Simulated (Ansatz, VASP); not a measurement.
## GaP in VASP and in Ansatz

```
Ga P
1.0
     1.95588    1.12923    6.47340
    -1.95588    1.12923    6.47340
     0.00000   -2.25846    6.47340
Ga P
2 2
Direct
  0.56463 0.56463 0.56463
  0.43537 0.43537 0.43537
  0.94261 0.94261 0.94261
  0.05739 0.05739 0.05739
```

Change from the starting cell: volume scaled by 1.02.

Alike in both runs: task single point; functional LDA; k mesh 8 × 8 × 8; occupations fermi-dirac, width 0.05 eV; no spin polarisation.

```csv
,VASP,Ansatz
version,VASP 6.6.1,Ansatz 0.2.0
potentials or method,"VASP PAW LDA potentials, release 64 (Ga_d, P), cutoff 520 eV","all-electron LAPW, scalar-relativistic"
```

```csv
,VASP,Ansatz,Ansatz less VASP
gap on the k mesh at the Fermi level (eV),0.71,0.70,-0.011
least direct gap on the mesh (eV),0.92,0.90,-0.012
pressure (GPa),-5.9,-5.9,-0.02
rms of the force components (eV/Å),0.019,0.032,+0.0128
```

LDA's correlation is that of Perdew and Zunger in VASP and of Perdew and Wang (1992) in Ansatz. Atom by atom the forces differ by 0.014 eV/Å (rms over components). Ansatz ran all-electron here, and VASP with PAW potentials.
